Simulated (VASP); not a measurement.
A run of VASP 6.6.1 is set up as follows.

File INCAR:

```
SYSTEM = Rh
PREC = Accurate
ENCUT = 400
EDIFF = 1E-6
ISMEAR = -1
SIGMA = 0.05
LREAL = .FALSE.
LASPH = .TRUE.
NELM = 120
ALGO = Normal
ISIF = 2
LWAVE = .FALSE.
LCHARG = .TRUE.
GGA = PE
LELF = .TRUE.
LVHAR = .TRUE.
NBANDS = 142
GGA_COMPAT = .FALSE.
NELMDL = -8
```

File KPOINTS:

```
regular mesh
0
G
  2 2 1
  0 0 0
```

File POSCAR:

```
Rh
1.0
    5.3740120000      0.0000000000      0.0000000000
    0.0000000000      5.3740120000      0.0000000000
    0.0000000000      0.0000000000     16.7000000000
Rh
17
Direct
    0.2499994418      0.2499994418      0.0598802395
    0.7499983253      0.2499994418      0.0598802395
    0.2499994418      0.7499983253      0.0598802395
    0.7499983253      0.7499983253      0.0598802395
    0.0171566420      0.0035541417      0.1703113772
    0.5236683506     -0.0073874044      0.1760000000
    0.0371789270      0.5174532547      0.1833532934
    0.5156854879      0.4795858290      0.1694491018
    0.2836800513      0.2591918291      0.2886706587
    0.7891869240      0.2408628786      0.2955209581
    0.2688494183      0.7405268168      0.2923592814
    0.7687366534      0.7218257049      0.3019880240
   -0.0053219085      0.0240230204      0.4207245509
    0.5251756044      0.0167844806      0.4046167665
   -0.0079270385      0.4729799636      0.4101437126
    0.4837726451      0.5019341230      0.3977065868
    0.7416060850      0.2743387994      0.5125988024
```

Potentials or basis: VASP PAW PBE potentials, release 64 (Rh_pv).

Launch:

```sh
$ cat potpaw_PBE.64/Rh_pv/POTCAR > POTCAR
$ mpirun -np 1 vasp_std > vasp.out
```

Problem. Estimate the band gap on the k mesh.

Solution. Zero (an odd number of electrons rules out a gap without spin polarisation).

Problem. Estimate the largest force.

Solution. 3.197 eV/Å.

Forces on the atoms (eV/Å):
```
Rh   0.142  0.014  0.219
Rh   0.579 -0.032  0.224
Rh   0.250 -0.043  0.235
Rh   0.394 -0.179  0.539
Rh   0.016  0.214  0.990
Rh  -0.293 -0.428  0.046
Rh  -2.027 -1.270 -1.772
Rh   0.838  1.320  1.149
Rh  -0.816 -1.560 -0.309
Rh  -0.816 -0.592 -1.512
Rh  -0.248  1.567 -0.066
Rh   0.395  2.118 -1.955
Rh   1.554 -2.496 -1.256
Rh  -1.644 -0.933  0.244
Rh   1.220  2.646  0.091
Rh   1.124 -0.285  2.821
Rh  -0.668 -0.061  0.314
```

Caveat: the k points lie up to 0.58 Å⁻¹ apart, too coarse for converged energies and pressures of a metal; there is no dipole correction, which matters where the two faces differ.
